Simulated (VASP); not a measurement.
Here is a VASP 6.6.1 calculation.

The input POSCAR:

```
Se
1.0
    4.3368957613      0.0000000000      0.0000000000
   -2.1684478807      3.7558619029      0.0000000000
    0.0000000000      0.0000000000      4.9203533607
Se
3
Direct
    0.7746000000      0.7746000000      0.0000000000
    0.0000000000      0.2254000000      0.6666666667
    0.2254000000      0.0000000000      0.3333333333
```

Contents of INCAR.step1:

```
PREC     = Accurate       # precision mode
ENCUT    = 520            # plane-wave cutoff, eV
ISMEAR   = -1             # smearing method
SIGMA    = 0.05           # smearing width, eV
LREAL    = F              # projectors in reciprocal space
LASPH    = T              # aspherical terms in the spheres
NELM     = 100            # most SCF steps
NBANDS   = 16             # bands
GGA      = PE             # functional
ALGO     = Normal         # electronic algorithm
EDIFF    = 1E-4           # SCF threshold, eV
LWAVE    = T              # write WAVECAR
LCHARG   = F              # write CHGCAR
```

INCAR.step2

```
PREC     = Accurate       # precision mode
ENCUT    = 520            # plane-wave cutoff, eV
EDIFF    = 1E-6           # SCF threshold, eV
ISMEAR   = -1             # smearing method
SIGMA    = 0.05           # smearing width, eV
LREAL    = F              # projectors in reciprocal space
LASPH    = T              # aspherical terms in the spheres
NELM     = 100            # most SCF steps
ALGO     = Normal         # electronic algorithm
ISIF     = 2              # what is computed and relaxed
LWAVE    = F              # write WAVECAR
LCHARG   = F              # write CHGCAR
METAGGA  = R2SCAN         # meta-GGA
LMIXTAU  = T            
IVDW     = 12             # dispersion correction
VDW_S6   = 1.0          
VDW_S8   = 0.78981345   
VDW_A1   = 0.49484001   
VDW_A2   = 5.73083694   
NBANDS   = 16             # bands
ISTART   = 1
```

Contents of KPOINTS:

```
Automatic mesh
0
Gamma
  7 7 6
```

Potentials or basis: VASP PAW PBE potentials, release 64 (Se).

Run with:

```console
$ cat potpaw_PBE.64/Se/POTCAR > POTCAR
$ cp INCAR.step1 INCAR
$ mpirun -np 1 vasp_std > vasp.out
$ cp INCAR.step2 INCAR
$ mpirun -np 1 vasp_std > vasp.out
```

Question: Predict the largest force.

Answer: 0.263 eV/Å.

Question: Predict the pressure.

Answer: 1.7 GPa.

Stress tensor (GPa, compression positive):
```
1.17 0.00 0.00
0.00 1.17 0.00
0.00 0.00 2.72
```

Caveat: the PAW data sets were made with another functional, which shifts forces and pressure a little.
